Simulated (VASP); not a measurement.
Wanted: the native input for a VASP 6.6.1 run.

| Item | Value |
| --- | --- |
| Task | single point |
| Functional | r2SCAN |
| Potentials or basis | VASP PAW PBE potentials, release 64 (C) |
| Cutoff | 520 eV |
| k mesh | 1 × 1 × 1 |
| Occupations | gaussian, width 0.1 eV |
| Spin | no spin polarisation |
| Dipole correction | no |
| Further INCAR settings | ALGO = Normal; EDIFF = 1e-06; NBANDS = 16 |

The system is C.

```xyz
4
Lattice="1.2280 -2.1271 0.0000 1.2280 2.1271 0.0000 0.0000 0.0000 7.1733" Properties=species:S:1:pos:R:3 pbc="T T T"
C     1.2280    1.7724    5.4025
C     1.2280   -0.3547    1.7708
C     1.2280   -1.7724    1.7708
C     1.2280    0.3547    5.4025
```

One way to write it, as run:

POSCAR

```
C
1.0
    1.2280479700     -2.1270618200      0.0000000000
    1.2280479700      2.1270618200      0.0000000000
    0.0000000000      0.0000000000      7.1732677600
C
4
Direct
    0.0833794600      0.9166205400      0.7531376000
    0.5833794600      0.4166205400      0.2468624000
    0.9166205400      0.0833794600      0.2468624000
    0.4166205400      0.5833794600      0.7531376000
```

INCAR.step1

```
SYSTEM = C
PREC = Accurate ; ENCUT = 520
ISMEAR = 0 ; SIGMA = 0.1
LREAL = .False. ; LASPH = .True.
NELM = 60 ; NBANDS = 16
GGA = PE ; ALGO = Normal
EDIFF = 1E-4 ; LWAVE = .True.
LCHARG = .False.
```

INCAR.step2

```
SYSTEM = C
PREC = Accurate ; ENCUT = 520
EDIFF = 1E-6 ; ISMEAR = 0
SIGMA = 0.1 ; LREAL = .False.
LASPH = .True. ; NELM = 60
ALGO = Normal ; ISIF = 2
LWAVE = .False. ; LCHARG = .True.
METAGGA = R2SCAN ; LMIXTAU = .True.
LELF = .True. ; LVHAR = .True.
NBANDS = 16 ; ISTART = 1
```

KPOINTS

```
Automatic mesh
0
Gamma
  1 1 1
  0 0 0
```

Potentials or basis: VASP PAW PBE potentials, release 64 (C).

The run is started by

```console
$ cat potpaw_PBE.64/C/POTCAR > POTCAR
$ cp INCAR.step1 INCAR
$ mpirun -np 1 vasp_gam > vasp.out
$ cp INCAR.step2 INCAR
$ mpirun -np 1 vasp_gam > vasp.out
```

It gave:

```json
{
  "Pressure": "23.4 GPa",
  "Largest force": "0.049 eV/Å"
}
```

Caveat: the k points lie up to 2.95 Å⁻¹ apart; the PAW data sets were made with another functional, which shifts forces and pressure a little.

Wall time 14 s on 1 thread of Intel Xeon 8259CL (shared host), peak memory 0.13 GiB.
